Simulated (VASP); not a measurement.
Runs of VASP 6.6.1 on BeS. The structure is that of space group P6_3/mmc (No. 194), or close to it. The cells are those of the table. 

```csv
task,level,potentials or basis,cell,k mesh,cutoff (eV),smearing,gap on the mesh (eV),pressure (GPa),relaxed volume (Å³/atom)
single point,LDA,"VASP PAW LDA potentials, release 64 (Be, S)","a = 3.247, b = 3.247, c = 5.166 Å, angles 90.0, 90.0, 120.0°, 4 atoms",12 × 12 × 4,520,fermi-dirac 0.02 eV,1.42,0.1,-
single point,r2SCAN,"VASP PAW PBE potentials, release 64 (Be, S)","a = 3.300, b = 3.300, c = 5.255 Å, angles 90.0, 90.0, 120.0°, 4 atoms",12 × 12 × 4,520,fermi-dirac 0.02 eV,1.81,(b),-
single point,PBEsol,"VASP PAW PBE potentials, release 64 (Be, S)","a = 3.271, b = 3.271, c = 5.207 Å, angles 90.0, 90.0, 120.0°, 4 atoms",12 × 12 × 4,520,fermi-dirac 0.02 eV,1.41,0.2,-
single point,PBE,"VASP PAW PBE potentials, release 64 (Be, S)","a = 3.300, b = 3.300, c = 5.255 Å, angles 90.0, 90.0, 120.0°, 4 atoms",12 × 12 × 6,520,fermi-dirac 0.02 eV,1.47,-0.2,-
relaxation of cell and atoms,LDA,"VASP PAW LDA potentials, release 64 (Be, S)","relaxed from a = 3.300, b = 3.300, c = 5.247 Å, angles 90.0, 90.0, 120.0°, 4 atoms",12 × 12 × 4,600,fermi-dirac 0.02 eV,1.42,0.0,11.80
relaxation of cell and atoms,PBE,"VASP PAW PBE potentials, release 64 (Be, S)","relaxed from a = 2.895, b = 2.895, c = 4.719 Å, angles 90.0, 90.0, 120.0°, 4 atoms",12 × 12 × 6,600,fermi-dirac 0.02 eV,(a),0.0,(c)
dielectric tensor,PBE,"VASP PAW PBE potentials, release 64 (Be, S)","a = 3.300, b = 3.300, c = 5.255 Å, angles 90.0, 90.0, 120.0°, 4 atoms",9 × 9 × 4,520,gaussian 0.01 eV,1.47,-,-
single point,PBE,"VASP PAW PBE potentials, release 64 (Be, S)","a = 3.300, b = 3.300, c = 5.255 Å, angles 90.0, 90.0, 120.0°, 4 atoms",6 × 6 × 4,520,gaussian 0.01 eV,1.46,-0.2,-
```

Alike in all rows: no spin polarisation.

Problem. Fill in the values left out.

Solution. (a) 1.45; (b) -0.1; (c) 12.36.

Caveats: the PAW data sets were made with another functional, which shifts forces and pressure a little (some runs); the volume moved by over 15 % at a fixed basis, so the end points are rough (some runs).

A k mesh can miss the band edges.
